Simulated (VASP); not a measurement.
Wanted: the native input for a VASP 6.6.1 run.

| Item | Value |
| --- | --- |
| Task | single point |
| Functional | PBE |
| Potentials or basis | VASP PAW PBE potentials, release 64 (Ga_d) |
| Cutoff | 520 eV |
| k mesh | 19 × 19 × 19 |
| Occupations | fermi-dirac, width 0.1 eV |
| Spin | no spin polarisation |
| Dipole correction | no |
| Further INCAR settings | ALGO = Normal; EDIFF = 1e-06; NBANDS = 12 |

The structure of Ga lies in POSCAR:

```
Ga
1.0
    2.7218595347      0.0000000000      0.0000000000
    0.0000000000      2.7218595347      0.0000000000
    0.0000000000      0.0000000000      2.7218595347
Ga
1
Direct
    0.0000000000      0.0000000000      0.0000000000
```

One way to write it, as run:

INCAR

```
ALGO = Normal ; EDIFF = 1E-6
ENCUT = 520 ; GGA = PE
ISIF = 2 ; ISMEAR = -1
LASPH = True ; LCHARG = False
LREAL = False ; LWAVE = False
NBANDS = 12 ; NELM = 60
PREC = Accurate ; SIGMA = 0.1
```

KPOINTS

```
k-points
0
Gamma
  19 19 19
```

Potentials or basis: VASP PAW PBE potentials, release 64 (Ga_d).

Launch:

```console
$ cat potpaw_PBE.64/Ga_d/POTCAR > POTCAR
$ mpirun -np 1 vasp_std > vasp.out
```

It gave:

```yaml
Pressure: 0.0 GPa
```

It took 15 s on 1 thread of Intel(R) Xeon(R) Platinum 8488C (Sapphire Rapids), on a shared host, peak memory 0.16 GiB.
